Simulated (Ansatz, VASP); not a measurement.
**Two plane-wave programs on Co**

```xyz
2
Lattice="0.0000 2.1538 2.1538 2.1538 0.0000 2.1538 2.1538 2.1538 0.0000" Properties=species:S:1:pos:R:3 pbc="T T T"
Co    0.0000    0.0000    0.0000
Co    2.1538    2.1538    2.1538
```

Alike in both runs: task single point; functional PBEsol; k mesh 14 × 14 × 14; occupations fermi-dirac, width 0.05 eV; collinear spin.

|  | VASP | Ansatz |
| --- | --- | --- |
| version | VASP 6.6.1 | Ansatz 0.2.0 |
| potentials or method | VASP PAW PBE potentials, release 64 (Co), cutoff 520 eV | plane waves (420 eV) with PAW, scalar-relativistic |
| valence electrons in the cell | 18 | 34 |

Ansatz gave:

| Property | Result |
| --- | --- |
| net moment per atom (μB) | 1.40 |
| size of the moment on the site where the two differ most (μB) | 1.38 |

Problem. Which values does VASP return?

Solution. net moment per atom (μB): 1.39; size of the moment on the site where the two differ most (μB): 1.38.

VASP's potentials were made for PBE, not for PBEsol, and Ansatz warns of the same on its side. Site moments also hang on the region over which each program counts them. VASP's potentials hold 18 valence electrons a cell and Ansatz's 34, so a difference there can come from the potentials and not from the codes.
